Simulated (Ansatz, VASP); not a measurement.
One calculation of MgO, two programs

```xyz
2
Lattice="-0.0104 2.1340 2.0785 2.0860 -0.0171 2.0852 2.0730 2.1277 -0.0040" Properties=species:S:1:pos:R:3 pbc="T T T"
Mg    2.0479    4.1352    2.1659
O     2.1399    2.0888    2.2404
```

Alike in both runs: task single point; functional LDA; k mesh 6 × 6 × 6; no spin polarisation.

|  | VASP | Ansatz |
| --- | --- | --- |
| version | VASP 6.6.1 | Ansatz 0.2.0 |
| potentials or method | VASP PAW LDA potentials, release 64 (Mg_sv, O), cutoff 840 eV | plane waves, PAW |
| occupations | gaussian, width 0.01 eV | fixed |
| valence electrons in the cell | 16 | 16 |

|  | VASP | Ansatz | Ansatz less VASP |
| --- | --- | --- | --- |
| pressure (GPa) | -2.7 | -3.2 | -0.54 |
| traceless stress, the component that is largest in VASP (GPa) | -2.85 | -2.75 | +0.107 |
| rms of the force components (eV/Å) | 0.416 | 0.403 | -0.0131 |

LDA's correlation is that of Perdew and Zunger in VASP and of Perdew and Wang (1992) in Ansatz. Atom by atom the forces differ by 0.013 eV/Å (rms over components). Ansatz's warnings: stress scf threshold loose.

The k mesh is coarse, so the values compare programs but aren't converged.
